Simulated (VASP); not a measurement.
Write the native input for VASP 6.6.1 that does the following.

| Property | Result |
| --- | --- |
| Task | single point |
| Functional | PBE |
| Potentials or basis | VASP PAW PBE potentials, release 64 (Sr_sv, Ti_sv, O) |
| Cutoff | 520 eV |
| k mesh | 4 × 4 × 4 |
| Occupations | fermi-dirac, width 0.05 eV |
| Spin | no spin polarisation |
| Dipole correction | no |
| Further INCAR settings | ALGO = Normal; EDIFF = 1e-07; NBANDS = 28 |

The structure of SrTiO3 lies in POSCAR:

```
SrTiO3
1.0
    3.9068515029      0.0000000000      0.0000000000
    0.0000000000      3.9068515029      0.0000000000
    0.0000000000      0.0000000000      3.9068515029
Sr Ti O
1 1 3
Direct
    0.0000000000      0.0000000000      0.0000000000
    0.5000000000      0.5000000000      0.5000000000
    0.5000000000      0.0000000000      0.5000000000
    0.5000000000      0.5000000000      0.0000000000
    0.0000000000      0.5000000000      0.5000000000
```

These files were run (other wordings do the same):

INCAR

```
PREC = Accurate ; ENCUT = 520
EDIFF = 1E-7 ; ISMEAR = -1
SIGMA = 0.05 ; LREAL = False
LASPH = True ; NELM = 80
ALGO = Normal ; ISIF = 2
LWAVE = False ; LCHARG = False
GGA = PE ; NBANDS = 28
```

KPOINTS

```
regular mesh
0
Gamma
  4 4 4
```

Potentials or basis: VASP PAW PBE potentials, release 64 (Sr_sv, Ti_sv, O).

Launch:

```sh
$ cat potpaw_PBE.64/Sr_sv/POTCAR potpaw_PBE.64/Ti_sv/POTCAR potpaw_PBE.64/O/POTCAR > POTCAR
$ mpirun -np 1 vasp_std > vasp.out
```

Results of the run:

```
Pressure               : 4.7 GPa
Band gap on the k mesh : 1.83 eV, indirect (least direct gap 2.19 eV)
```

Wall time 19 s on 1 thread of Intel Xeon 6975P-C, with other jobs on the host, peak memory 0.18 GiB.
